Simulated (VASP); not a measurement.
# MoW2 (Fd-3m) in VASP: single point with PBE

Aim: the single point of MoW2 with PBE.

Everything below comes from runs of VASP 6.6.1. Logs are shortened: lines on timing, memory, paths and dates and some standing lists are left out, and cuts for length are marked.

### Step 1. The cell of the first run

It takes space group Fd-3m (No. 227, cubic). The conventional cell has a = 7.865 Å, b = 7.865 Å, c = 7.865 Å, α = 90.00°, β = 90.00°, γ = 90.00°. Mo (site symmetry -43m) has 12 W at 3.26 Å and 4 Mo at 3.41 Å within 4.3 Å. W (site symmetry -3m) has 6 W at 2.78 Å and 6 Mo at 3.26 Å within 3.7 Å.

### Step 2. Single point, PBE

INCAR

```
SYSTEM = MoW2
  PREC = Accurate
  ENCUT = 520
  EDIFF = 1E-6
  ISMEAR = 0
  SIGMA = 0.1
  LREAL = .False.
  LASPH = .True.
  NELM = 100
  ALGO = Normal
  ISIF = 2
  LWAVE = .False.
  LCHARG = .False.
  GGA = PE
  NBANDS = 51
```

KPOINTS

```
regular mesh
0
Gamma
  4 4 4
  0 0 0
```

POSCAR

```
MoW2
1.0
    0.0000000000      3.9324629800      3.9324629800
    3.9324629800      0.0000000000      3.9324629800
    3.9324629800      3.9324629800      0.0000000000
Mo W
2 4
Direct
    0.5000000000      0.5000000000      0.5000000000
    0.7500000000      0.7500000000      0.7500000000
    0.1250000000      0.1250000000      0.1250000000
    0.6250000000      0.1250000000      0.1250000000
    0.1250000000      0.6250000000      0.1250000000
    0.1250000000      0.1250000000      0.6250000000
```

Potentials or basis: VASP PAW PBE potentials, release 64 (Mo_sv, W_sv).

Command:

```bash
$ cat potpaw_PBE.64/Mo_sv/POTCAR potpaw_PBE.64/W_sv/POTCAR > POTCAR
$ mpirun -np 1 vasp_std > vasp.out
```

OUTCAR:

```text
SYSTEM = MoW2
   PREC = Accurate
   ENCUT = 520
   EDIFF = 1E-6
   ISMEAR = 0
   LREAL = .False.
   LASPH = .True.
   NELM = 100
   ISIF = 2
   GGA = PE

 ion  position               nearest neighbor table
   1  0.500  0.500  0.500-   3 3.26   6 3.26   3 3.26   6 3.26   4 3.26   5 3.26   4 3.26   5 3.26
                             5 3.26   3 3.26   4 3.26   6 3.26   2 3.41   2 3.41   2 3.41   2 3.41
   2  0.750  0.750  0.750-   4 3.26   5 3.26   4 3.26   5 3.26   3 3.26   6 3.26   3 3.26   6 3.26
                             3 3.26   6 3.26   5 3.26   4 3.26   1 3.41   1 3.41   1 3.41   1 3.41
   3  0.125  0.125  0.125-   4 2.78   5 2.78   6 2.78   6 2.78   5 2.78   4 2.78   1 3.26   2 3.26
                             1 3.26   2 3.26   1 3.26   2 3.26
   4  0.625  0.125  0.125-   3 2.78   6 2.78   5 2.78   3 2.78   5 2.78   6 2.78   2 3.26   2 3.26
                             1 3.26   1 3.26   2 3.26   1 3.26
   5  0.125  0.625  0.125-   3 2.78   6 2.78   3 2.78   4 2.78   6 2.78   4 2.78   2 3.26   2 3.26
                             1 3.26   1 3.26   1 3.26   2 3.26
   6  0.125  0.125  0.625-   3 2.78   3 2.78   4 2.78   5 2.78   5 2.78   4 2.78   1 3.26   2 3.26
                             1 3.26   2 3.26   1 3.26   2 3.26

  LATTYP: Found a face centered cubic cell.
 ALAT       =     7.8649259600

  Lattice vectors:

 A1 = (   0.0000000000,   3.9324629800,   3.9324629800)
 A2 = (   3.9324629800,   0.0000000000,   3.9324629800)
 A3 = (   3.9324629800,   3.9324629800,   0.0000000000)

Analysis of symmetry for initial positions (statically):
=====================================================================
 Subroutine PRICEL returns:
 Original cell was already a primitive cell.

 Routine SETGRP: Setting up the symmetry group for a
 face centered cubic supercell.

 Subroutine GETGRP returns: Found 48 space group operations
 (whereof 24 operations were pure point group operations)
 out of a pool of 48 trial point group operations.

The static configuration has the point symmetry T_d .
 The point group associated with its full space group is O_h .

Analysis of symmetry for dynamics (positions and initial velocities):
=====================================================================
 Subroutine PRICEL returns:
 Original cell was already a primitive cell.

 Routine SETGRP: Setting up the symmetry group for a
 face centered cubic supercell.

 Subroutine GETGRP returns: Found 48 space group operations
 (whereof 24 operations were pure point group operations)
 out of a pool of 48 trial point group operations.

The dynamic configuration has the point symmetry T_d .
 The point group associated with its full space group is O_h .

 Subroutine INISYM returns: Found 48 space group operations
 (whereof 24 operations are pure point group operations),
 and found     1 'primitive' translations

----------------------------------------------------------------------------------------

                                     Primitive cell

  volume of cell :     121.6253

  direct lattice vectors                    reciprocal lattice vectors
     0.000000000  3.932462980  3.932462980    -0.127146779  0.127146779  0.127146779
     3.932462980  0.000000000  3.932462980     0.127146779 -0.127146779  0.127146779
     3.932462980  3.932462980  0.000000000     0.127146779  0.127146779 -0.127146779

  length of vectors
     5.561342480  5.561342480  5.561342480     0.220224681  0.220224681  0.220224681

  position of ions in fractional coordinates (direct lattice)
     0.500000000  0.500000000  0.500000000
     0.750000000  0.750000000  0.750000000
     0.125000000  0.125000000  0.125000000
     0.625000000  0.125000000  0.125000000
     0.125000000  0.625000000  0.125000000
     0.125000000  0.125000000  0.625000000

  ion indices of the primitive-cell ions
   primitive index   ion index
                 1           1
                 2           2
                 3           3
                 4           4
                 5           5
                 6           6

----------------------------------------------------------------------------------------

 KPOINTS: regular mesh

Automatic generation of k-mesh.
 Grid dimensions read from file:
 generate k-points for:    4    4    4

 Generating k-lattice:

  Cartesian coordinates                     Fractional coordinates (reciprocal lattice)
    -0.031786695  0.031786695  0.031786695     0.250000000  0.000000000  0.000000000
     0.031786695 -0.031786695  0.031786695     0.000000000  0.250000000  0.000000000
     0.031786695  0.031786695 -0.031786695     0.000000000  0.000000000  0.250000000

  Length of vectors
     0.055056170  0.055056170  0.055056170

  Shift w.r.t. Gamma in fractional coordinates (k-lattice)
     0.000000000  0.000000000  0.000000000

 Subroutine IBZKPT returns following result:
 ===========================================

 Found      8 irreducible k-points:

 Following reciprocal coordinates:
            Coordinates               Weight
  0.000000  0.000000  0.000000      1.000000
  0.250000  0.000000  0.000000      8.000000
  0.500000  0.000000  0.000000      4.000000
  0.250000  0.250000  0.000000      6.000000
  0.500000  0.250000  0.000000     24.000000
 -0.250000  0.250000  0.000000     12.000000
  0.500000  0.500000  0.000000      3.000000
 -0.250000  0.500000  0.250000      6.000000
   k-points           NKPTS =      8   k-points in BZ     NKDIM =      8   number of bands    NBANDS=     51
   number of dos      NEDOS =    301   number of ions     NIONS =      6
   total plane-waves  NPLWV =  74088
   dimension x,y,z NGX =    42 NGY =   42 NGZ =   42
   dimension x,y,z NGXF=    84 NGYF=   84 NGZF=   84
   ions per type =               2   4
   NGX,Y,Z   is equivalent  to a cutoff of  12.56, 12.56, 12.56 a.u.
   NGXF,Y,Z  is equivalent  to a cutoff of  25.11, 25.11, 25.11 a.u.
 SYSTEM =  MoW2
   PREC   = accura    normal or accurate (medium, high low for compatibility)
   ISTART =      0    job   : 0-new  1-cont  2-samecut
   ICHARG =      2    charge: 1-file 2-atom 10-const
   ISPIN  =      1    spin polarized calculation?
   LNONCOLLINEAR =      F non collinear calculations
   LSORBIT =      F    spin-orbit coupling
   LASPH  =      T    aspherical Exc in radial PAW
   ENCUT  =  520.0 eV  38.22 Ry    6.18 a.u.  10.34 10.34 10.34*2*pi/ulx,y,z
   NELM   =    100;   NELMIN=  2; NELMDL= -5     # of ELM steps
   EDIFF  = 0.1E-05   stopping-criterion for ELM
   LREAL  =      F    real-space projection
   EDIFFG = 0.1E-04   stopping-criterion for IOM
   NSW    =      0    number of steps for IOM
   IBRION =     -1    ionic relax: 0-MD 1-quasi-New 2-CG
   NFREE  =      0    steps in history (QN), initial steepest desc. (CG)
   ISIF   =      2    stress and relaxation
   ISYM   =      2    0-nonsym 1-usesym 2-fastsym
   POTIM  = 0.5000    time-step for ionic-motion
   TEBEG  =    0.0;   TEEND  =   0.0 temperature during run
   PSTRESS=    0.0 pullay stress
   NELECT =      84.0000    total number of electrons
   NUPDOWN=      -1.0000    fix difference up-down
   EMIN   =  10.00;   EMAX   =-10.00  energy-range for DOS
   EFERMI =   0.00;   METHOD = LEGACY
   ISMEAR =     0;   SIGMA  =   0.10  broadening in eV -4-tet -1-fermi 0-gaus
   EFERMI_NEDOS =   21; number of points for ismear=-14 and -15
   IALGO  =     38    algorithm
   IMIX   =      4    mixing-type and parameters
     AMIX     =   0.40;   BMIX     =  1.00
     AMIX_MAG =   1.60;   BMIX_MAG =  1.00
  volume/ion in A,a.u.               =      20.27       136.79
  Fermi-wavevector in a.u.,A,eV,Ry     =   1.447082  2.734589 28.491249  2.094048
  Thomas-Fermi vector in A             =   2.565078
   LORBIT       =      0    0 simple, 1 ext, 2 COOP (PROOUT), +10 PAW based schemes
   GGA     = PE    functional components
   LHFCALC =     F    Hartree Fock is set to
   AEXX    =    0.0000 exact exchange contribution
   IVDW    =     0    specifies the selected vdW correction
   LEPSILON=     F    determine dielectric tensor
   LRPA    =     F    only Hartree local field effects (RPA)
 non-spin polarized calculation
 Gauss-broadening in eV      SIGMA  =   0.10
  energy-cutoff  :      520.00
  volume of cell :      121.63
 maximum number of plane-waves:      3299
 NGX is ok and might be reduce to    42
   NGX = 21   NGY = 21   NGZ = 21

 number of electron      84.0000014 magnetization

 Free energy of the ion-electron system (eV)
  ---------------------------------------------------
  ext. energy  EPLUGINS =         0.00000000
  ---------------------------------------------------
  free energy    TOTEN  =       -68.85024265 eV

  energy without entropy =      -68.76918760  energy(sigma->0) =      -68.80971512

 E-fermi :   8.1516     XC(G=0): -12.1421

 val. band max:        8.1287540304   @ k =  -0.2500   0.2500   0.0000
 cond. band min:       8.1864403973   @ k =   0.5000   0.2500   0.0000
 fundamental gap:      0.0576863669
 Fermi energy:         8.1516165172

 k-point     1 :       0.0000    0.0000    0.0000
  band No.  band energies     occupation
      1     -65.9332      2.00000
      2     -65.8374      2.00000
      3     -65.8374      2.00000
      4     -65.8374      2.00000
      5     -53.0892      2.00000
      6     -53.0768      2.00000
[... 43 lines left out ...]
     50      10.7707      0.00000
     51      10.7707      0.00000

 k-point     2 :       0.2500    0.0000    0.0000
  band No.  band energies     occupation
      1     -65.9232      2.00000
      2     -65.8475      2.00000
      3     -65.8374      2.00000
      4     -65.8374      2.00000
      5     -53.0879      2.00000
      6     -53.0780      2.00000
[... 43 lines left out ...]
     50      10.4291      0.00000
     51      10.9448      0.00000

 k-point     3 :       0.5000    0.0000    0.0000
  band No.  band energies     occupation
      1     -65.9093      2.00000
      2     -65.8615      2.00000
      3     -65.8374      2.00000
      4     -65.8374      2.00000
      5     -53.0861      2.00000
      6     -53.0798      2.00000
[... 259 lines left out ...]
     50       9.7887      0.00000
     51       9.7890      0.00000

 k-point     8 :      -0.2500    0.5000    0.2500
  band No.  band energies     occupation
      1     -65.8854      2.00000
      2     -65.8854      2.00000
      3     -65.8374      2.00000
      4     -65.8374      2.00000
      5     -53.0830      2.00000
      6     -53.0830      2.00000
[... 43 lines left out ...]
     50       9.8886      0.00000
     51      10.5138      0.00000

------------------------ aborting loop because EDIFF is reached ----------------------------------------

  FORCE on cell =-STRESS in cart. coord.  units (eV):
  Direction    XX          YY          ZZ          XY          YZ          ZX
  --------------------------------------------------------------------------------------
  -------------------------------------------------------------------------------------
  Total      -24.2302743    -24.2302743    -24.2302743      0.0000000      0.0000000      0.0000000
  in kB     -319.1868479   -319.1868479   -319.1868479      0.0000000      0.0000000      0.0000000
  external PRESSURE =    -319.1868479 kB  Pullay stress =       0.0000000 kB

 VOLUME and BASIS-vectors are now :
 -----------------------------------------------------------------------------
  energy-cutoff  :      520.00
  volume of cell :      121.63
      direct lattice vectors                 reciprocal lattice vectors
     0.000000000  3.932462980  3.932462980    -0.127146779  0.127146779  0.127146779
     3.932462980  0.000000000  3.932462980     0.127146779 -0.127146779  0.127146779
     3.932462980  3.932462980  0.000000000     0.127146779  0.127146779 -0.127146779

 POSITION                                       TOTAL-FORCE (eV/Angst)
 -----------------------------------------------------------------------------------
      3.93246      3.93246      3.93246         0.000000      0.000000      0.000000
      5.89869      5.89869      5.89869        -0.000000     -0.000000     -0.000000
      0.98312      0.98312      0.98312         0.000000      0.000000     -0.000000
      0.98312      2.94935      2.94935         0.000000      0.000000     -0.000000
      2.94935      0.98312      2.94935         0.000000      0.000000     -0.000000
      2.94935      2.94935      0.98312         0.000000      0.000000     -0.000000
 -----------------------------------------------------------------------------------
    total drift:                               -0.000000     -0.000000      0.000000

  FREE ENERGIE OF THE ION-ELECTRON SYSTEM (eV)
  ---------------------------------------------------
  free  energy   TOTEN  =       -68.8502426452 eV

  energy  without entropy=      -68.7691875991  energy(sigma->0) =      -68.80971512
```

Wall time 60 s (1 thread of Intel Xeon Platinum 8259CL at 2.50GHz (Skylake/Cascade Lake), shared host); peak memory 0.26 GiB.

What came out:

```
Free energy : -68.8502 eV
Pressure    : -31.9 GPa
```

Caveat: spin-orbit coupling is left out, which moves the levels of the heavy elements.
